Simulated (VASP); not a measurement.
# FeSi (P2_13) in VASP: single point with PBE

Aim: the single point of FeSi with PBE.

All numbers are computed with VASP 6.6.1; they aren't measurements. Logs are shortened: lines on timing, memory, paths and dates and some standing lists are left out, and cuts for length are marked.

## (1) The cell of the first run

Symmetry: P2_13, No. 198, cubic system. Conventional cell: a = 4.448 Å, b = 4.448 Å, c = 4.448 Å, α = 90.00°, β = 90.00°, γ = 90.00°. Fe (site symmetry 3) has 7 Si at 2.27 to 2.50 Å and 6 Fe at 2.73 Å within 3.0 Å. Si (site symmetry 3) has 7 Fe at 2.27 to 2.50 Å and 6 Si at 2.76 Å within 3.0 Å.

## (2) Single point, PBE, collinear spin, ferromagnetic start

Input file INCAR:

```
PREC = Accurate
ENCUT = 520
EDIFF = 1E-7
ISMEAR = 0
SIGMA = 0.05
LREAL = Auto
LASPH = T
NELM = 150
ALGO = Normal
ISIF = 2
LWAVE = F
LCHARG = T
ISPIN = 2
MAGMOM = 2.5 2.5 2.5 2.5 2.5 2.5 2.5 2.5 0 0 0 0 0 0 0 0
LORBIT = 11
LMAXMIX = 4
GGA = PE
LELF = T
LVHAR = T
NBANDS = 66
```

Input file KPOINTS:

```
regular mesh
0
Gamma
  6 6 6
```

Input file POSCAR:

```
FeSi
1.0
    0.0000000000      4.4479877392      4.4479877392
    4.4479877392      0.0000000000      4.4479877392
    4.4479877392      4.4479877392      0.0000000000
Fe Si
8 8
Direct
    0.0679975152      0.0679975152      0.0679975152
    0.5679975152      0.0679975152      0.2960074543
    0.2960074543      0.5679975152      0.0679975152
    0.0679975152      0.2960074543      0.5679975152
    0.5679975152      0.5679975152      0.5679975152
    1.0679975152      0.5679975152      0.7960074543
    0.7960074543      1.0679975152      0.5679975152
    0.5679975152      0.7960074543      1.0679975152
    0.4203591479      0.4203591479      0.4203591479
   -0.0796408521      0.4203591479      0.2389225562
    0.2389225562     -0.0796408521      0.4203591479
    0.4203591479      0.2389225562     -0.0796408521
    0.9203591479      0.9203591479      0.9203591479
    0.4203591479      0.9203591479      0.7389225562
    0.7389225562      0.4203591479      0.9203591479
    0.9203591479      0.7389225562      0.4203591479
```

Potentials or basis: VASP PAW PBE potentials, release 64 (Fe, Si).

Command:

```console
> cat potpaw_PBE.64/Fe/POTCAR potpaw_PBE.64/Si/POTCAR > POTCAR
> mpirun -np 1 vasp_std > vasp.out
```

OUTCAR:

```text
PREC = Accurate
   ENCUT = 520
   EDIFF = 1E-7
   ISMEAR = 0
   LREAL = Auto
   LASPH = T
   NELM = 150
   ISIF = 2
   ISPIN = 2
   LORBIT = 11
   GGA = PE

 ion  position               nearest neighbor table
   1  0.068  0.068  0.068-  13 2.27  14 2.31  15 2.31  16 2.31  11 2.50  12 2.50  10 2.50   7 2.73
                             8 2.73   6 2.73   4 2.73   3 2.73   2 2.73
   2  0.568  0.068  0.296-  14 2.27  11 2.31  16 2.31   9 2.31  12 2.50  13 2.50  15 2.50   8 2.73
                             1 2.73   3 2.73   7 2.73   5 2.73   4 2.73
   3  0.296  0.568  0.068-  15 2.27  12 2.31  14 2.31   9 2.31  10 2.50  13 2.50  16 2.50   8 2.73
                             1 2.73   4 2.73   6 2.73   5 2.73   2 2.73
   4  0.068  0.296  0.568-  16 2.27  10 2.31  15 2.31   9 2.31  11 2.50  13 2.50  14 2.50   7 2.73
                             1 2.73   2 2.73   6 2.73   3 2.73   5 2.73
   5  0.568  0.568  0.568-   9 2.27  10 2.31  11 2.31  12 2.31  14 2.50  15 2.50  16 2.50   3 2.73
                             4 2.73   2 2.73   8 2.73   7 2.73   6 2.73
   6  0.068  0.568  0.796-  10 2.27  15 2.31  12 2.31  13 2.31  16 2.50   9 2.50  11 2.50   7 2.73
                             3 2.73   4 2.73   5 2.73   1 2.73   8 2.73
   7  0.796  0.068  0.568-  11 2.27  16 2.31  10 2.31  13 2.31  14 2.50   9 2.50  12 2.50   8 2.73
                             2 2.73   4 2.73   5 2.73   1 2.73   6 2.73
   8  0.568  0.796  0.068-  12 2.27  14 2.31  11 2.31  13 2.31  15 2.50   9 2.50  10 2.50   6 2.73
                             2 2.73   3 2.73   5 2.73   7 2.73   1 2.73
   9  0.420  0.420  0.420-   5 2.27   3 2.31   4 2.31   2 2.31   6 2.50   7 2.50   8 2.50  10 2.76
                            11 2.76  12 2.76  15 2.76  14 2.76  16 2.76
  10  0.920  0.420  0.239-   6 2.27   4 2.31   5 2.31   7 2.31   3 2.50   8 2.50   1 2.50  12 2.76
                            13 2.76  15 2.76  16 2.76  11 2.76   9 2.76
  11  0.239  0.920  0.420-   7 2.27   2 2.31   5 2.31   8 2.31   4 2.50   6 2.50   1 2.50  10 2.76
                            13 2.76  14 2.76  16 2.76  12 2.76   9 2.76
  12  0.420  0.239  0.920-   8 2.27   3 2.31   5 2.31   6 2.31   2 2.50   7 2.50   1 2.50  11 2.76
                            13 2.76  14 2.76  15 2.76   9 2.76  10 2.76
  13  0.920  0.920  0.920-   1 2.27   6 2.31   7 2.31   8 2.31   2 2.50   3 2.50   4 2.50  14 2.76
                            15 2.76  16 2.76  11 2.76  10 2.76  12 2.76
  14  0.420  0.920  0.739-   2 2.27   8 2.31   1 2.31   3 2.31   7 2.50   4 2.50   5 2.50   9 2.76
                            11 2.76  12 2.76  16 2.76  15 2.76  13 2.76
  15  0.739  0.420  0.920-   3 2.27   6 2.31   1 2.31   4 2.31   8 2.50   2 2.50   5 2.50   9 2.76
                            10 2.76  12 2.76  14 2.76  16 2.76  13 2.76
  16  0.920  0.739  0.420-   4 2.27   7 2.31   1 2.31   2 2.31   6 2.50   3 2.50   5 2.50   9 2.76
                            10 2.76  11 2.76  15 2.76  13 2.76  14 2.76

  LATTYP: Found a face centered cubic cell.
 ALAT       =     8.8959754784

  Lattice vectors:

 A1 = (   0.0000000000,   4.4479877392,   4.4479877392)
 A2 = (   4.4479877392,   0.0000000000,   4.4479877392)
 A3 = (   4.4479877392,   4.4479877392,   0.0000000000)

Analysis of symmetry for initial positions (statically):
=====================================================================
 Subroutine PRICEL returns following result:

  LATTYP: Found a simple cubic cell.
 ALAT       =     4.4479877392
[... 12 lines left out ...]
 Subroutine GETGRP returns: Found 12 space group operations
 (whereof  3 operations were pure point group operations)
 out of a pool of 48 trial point group operations.

The static configuration has the point symmetry C_3 .
 The point group associated with its full space group is T   .

Analysis of symmetry for dynamics (positions and initial velocities):
=====================================================================
 Subroutine PRICEL returns following result:

  LATTYP: Found a simple cubic cell.
 ALAT       =     4.4479877392
[... 12 lines left out ...]
 Subroutine GETGRP returns: Found 12 space group operations
 (whereof  3 operations were pure point group operations)
 out of a pool of 48 trial point group operations.

The dynamic configuration has the point symmetry C_3 .
 The point group associated with its full space group is T   .

Analysis of structural, dynamic, and magnetic symmetry:
=====================================================================
 Subroutine PRICEL returns following result:

  LATTYP: Found a simple cubic cell.
 ALAT       =     4.4479877392
[... 12 lines left out ...]
 Subroutine GETGRP returns: Found 12 space group operations
 (whereof  3 operations were pure point group operations)
 out of a pool of 48 trial point group operations.

The overall configuration has the point symmetry C_3 .
 The point group associated with its full space group is T   .

 Subroutine INISYM returns: Found 12 space group operations
[... 100 lines left out ...]
   ENCUT  =  520.0 eV  38.22 Ry    6.18 a.u.  11.70 11.70 11.70*2*pi/ulx,y,z
   NELM   =    150;   NELMIN=  2; NELMDL= -5     # of ELM steps
   EDIFF  = 0.1E-06   stopping-criterion for ELM
   LREAL  =      T    real-space projection
   EDIFFG = 0.1E-05   stopping-criterion for IOM
   NSW    =      0    number of steps for IOM
   IBRION =     -1    ionic relax: 0-MD 1-quasi-New 2-CG
   NFREE  =      0    steps in history (QN), initial steepest desc. (CG)
   ISIF   =      2    stress and relaxation
   ISYM   =      2    0-nonsym 1-usesym 2-fastsym
   POTIM  = 0.5000    time-step for ionic-motion
   TEBEG  =    0.0;   TEEND  =   0.0 temperature during run
   PSTRESS=    0.0 pullay stress
   NELECT =      96.0000    total number of electrons
   NUPDOWN=      -1.0000    fix difference up-down
   EMIN   =  10.00;   EMAX   =-10.00  energy-range for DOS
   EFERMI =   0.00;   METHOD = LEGACY
   ISMEAR =     0;   SIGMA  =   0.05  broadening in eV -4-tet -1-fermi 0-gaus
   EFERMI_NEDOS =   21; number of points for ismear=-14 and -15
   IALGO  =     38    algorithm
   IMIX   =      4    mixing-type and parameters
     AMIX     =   0.40;   BMIX     =  1.00
     AMIX_MAG =   1.60;   BMIX_MAG =  1.00
  volume/ion in A,a.u.               =      11.00        74.23
  Fermi-wavevector in a.u.,A,eV,Ry     =   1.337596  2.527690 24.343045  1.789163
  Thomas-Fermi vector in A             =   2.466132
   LORBIT       =     11    0 simple, 1 ext, 2 COOP (PROOUT), +10 PAW based schemes
   GGA     = PE    functional components
   LHFCALC =     F    Hartree Fock is set to
   AEXX    =    0.0000 exact exchange contribution
   IVDW    =     0    specifies the selected vdW correction
   LEPSILON=     F    determine dielectric tensor
   LRPA    =     F    only Hartree local field effects (RPA)
 spin polarized calculation
 Gauss-broadening in eV      SIGMA  =   0.05
  energy-cutoff  :      520.00
  volume of cell :      176.00
 maximum number of plane-waves:      4769
   NGX = 23   NGY = 23   NGZ = 23

 number of electron      96.0000003 magnetization       0.0007548

 number of electron      96.0000003 magnetization      -0.0008452

 Free energy of the ion-electron system (eV)
  ---------------------------------------------------
  ext. energy  EPLUGINS =         0.00000000
  ---------------------------------------------------
  free energy    TOTEN  =      -117.56994204 eV

  energy without entropy =     -117.56861687  energy(sigma->0) =     -117.56927945

 E-fermi :   9.8031     XC(G=0): -12.7991

 val. band max:        9.7289710459   @ k =   0.3333   0.1667   0.0000
 cond. band min:       9.8861812317   @ k =   0.5000   0.3333   0.1667
 fundamental gap:      0.1572101857
 Fermi energy:         9.8031461391

 spin component 1

 k-point     1 :       0.0000    0.0000    0.0000
  band No.  band energies     occupation
      1      -3.5186      1.00000
      2       0.6202      1.00000
      3       0.6202      1.00000
      4       0.6202      1.00000
      5       0.6202      1.00000
      6       1.8372      1.00000
[... 1123 lines left out ...]
     59      12.6688      0.00000
     60      12.6688      0.00000
 Fermi energy:         9.8031461391

 spin component 2

 k-point     1 :       0.0000    0.0000    0.0000
  band No.  band energies     occupation
      1      -3.5186      1.00000
      2       0.6202      1.00000
      3       0.6202      1.00000
      4       0.6202      1.00000
      5       0.6202      1.00000
      6       1.8372      1.00000
[... 1123 lines left out ...]
     59      12.6687      0.00000
     60      12.6687      0.00000
 [bands above 60 left out]

------------------------ aborting loop because EDIFF is reached ----------------------------------------

  FORCE on cell =-STRESS in cart. coord.  units (eV):
  Direction    XX          YY          ZZ          XY          YZ          ZX
  --------------------------------------------------------------------------------------
  -------------------------------------------------------------------------------------
  Total        0.1861186      0.1861186      0.1861186      0.0000000      0.0000000      0.0000000
  in kB        1.6942578      1.6942578      1.6942578      0.0000000      0.0000000      0.0000000
  external PRESSURE =       1.6942578 kB  Pullay stress =       0.0000000 kB

 VOLUME and BASIS-vectors are now :
 -----------------------------------------------------------------------------
  energy-cutoff  :      520.00
  volume of cell :      176.00
      direct lattice vectors                 reciprocal lattice vectors
     0.000000000  4.447987739  4.447987739    -0.112410382  0.112410382  0.112410382
     4.447987739  0.000000000  4.447987739     0.112410382 -0.112410382  0.112410382
     4.447987739  4.447987739  0.000000000     0.112410382  0.112410382 -0.112410382

 POSITION                                       TOTAL-FORCE (eV/Angst)
 -----------------------------------------------------------------------------------
      0.60490      0.60490      0.60490         0.019950      0.019950      0.019950
      1.61909      3.84308      2.82890        -0.019950     -0.019950      0.019950
      2.82890      1.61909      3.84308         0.019950     -0.019950     -0.019950
      3.84308      2.82890      1.61909        -0.019950      0.019950     -0.019950
      5.05289      5.05289      5.05289         0.019950      0.019950      0.019950
      6.06708      3.84308      2.82890        -0.019950     -0.019950      0.019950
[... 8 lines left out ...]
      5.96350      7.38046      5.15647         0.001486     -0.001486     -0.001486
      5.15647      5.96350      7.38046        -0.001486      0.001486     -0.001486
 -----------------------------------------------------------------------------------
    total drift:                               -0.000000     -0.000000     -0.000001

  FREE ENERGIE OF THE ION-ELECTRON SYSTEM (eV)
  ---------------------------------------------------
  free  energy   TOTEN  =      -117.5699420384 eV

  energy  without entropy=     -117.5686168655  energy(sigma->0) =     -117.56927945

 total charge

# of ion       s       p       d       tot
------------------------------------------
    1        0.440   0.646   6.569   7.655
    2        0.440   0.646   6.569   7.655
    3        0.440   0.646   6.569   7.655
    4        0.440   0.646   6.569   7.655
    5        0.440   0.646   6.569   7.655
    6        0.440   0.646   6.569   7.655
[... 8 lines left out ...]
   15        0.737   0.899   0.000   1.636
   16        0.737   0.899   0.000   1.636
--------------------------------------------------
tot          9.417  12.366  52.551  74.334

 magnetization (x)

# of ion       s       p       d       tot
------------------------------------------
    1        0.000   0.000  -0.000  -0.000
    2        0.000   0.000  -0.000  -0.000
    3        0.000   0.000  -0.000  -0.000
    4        0.000   0.000  -0.000  -0.000
    5        0.000   0.000  -0.000  -0.000
    6        0.000   0.000  -0.000  -0.000
[... 8 lines left out ...]
   15        0.000   0.000   0.000   0.000
   16        0.000   0.000   0.000   0.000
--------------------------------------------------
tot          0.000   0.000  -0.000  -0.000
```

Wall time 9.2 min (1 thread of Intel Xeon 6975P-C (Granite Rapids), shared host); peak memory 0.57 GiB.

What came out:

| Item | Value |
| --- | --- |
| Free energy | -117.5699 eV |
| Pressure | 0.2 GPa |
| Largest force | 0.035 eV/Å |
| Band gap on the k mesh | 0.16 eV |
| Net moment | 0.00 μB per cell |
| Valence electrons inside the program's atomic spheres | Fe 7.66; Si 1.64 |

Forces on the atoms (eV/Å):
```
Fe   0.020  0.020  0.020
Fe  -0.020 -0.020  0.020
Fe   0.020 -0.020 -0.020
Fe  -0.020  0.020 -0.020
Fe   0.020  0.020  0.020
Fe  -0.020 -0.020  0.020
Fe   0.020 -0.020 -0.020
Fe  -0.020  0.020 -0.020
Si   0.001  0.001  0.001
Si  -0.001 -0.001  0.001
Si   0.001 -0.001 -0.001
Si  -0.001  0.001 -0.001
Si   0.001  0.001  0.001
Si  -0.001 -0.001  0.001
Si   0.001 -0.001 -0.001
Si  -0.001  0.001 -0.001
```

Caveat: the starting moments collapsed, and a magnetic state may lie lower. A k mesh can miss the band edges.
